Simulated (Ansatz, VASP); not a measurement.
## Co: VASP beside Ansatz

```
CELL_PARAMETERS angstrom
2.45839 0.00000 0.00000
-1.22920 2.12903 0.00000
0.00000 0.00000 3.96069
ATOMIC_POSITIONS crystal
Co 0.33333 0.66667 0.25000
Co 0.66667 0.33333 0.75000
```

Alike in both runs: task single point; functional PBE; k mesh 15 × 15 × 8; occupations gaussian, width 0.3 eV; no spin polarisation.

|  | VASP | Ansatz |
| --- | --- | --- |
| version | VASP 6.6.1 | Ansatz 0.2.0 |
| potentials or method | VASP PAW PBE potentials, release 64 (Co), cutoff 520 eV | plane waves (420 eV) with PAW, scalar-relativistic |
| valence electrons in the cell | 18 | 34 |

Ansatz gave:

| Property | Result |
| --- | --- |
| pressure (GPa) | 0.3 |
| traceless stress, the component that is largest in VASP (GPa) | -0.08 |

**Question.** What did VASP give for the same quantities?

**Answer.** Pressure (GPa): -0.5; traceless stress, the component that is largest in VASP (GPa): -0.17.

With one functional, cell and mesh, what is left measures potentials, basis and numerics. VASP's potentials hold 18 valence electrons a cell and Ansatz's 34, so a difference there can come from the potentials and not from the codes.
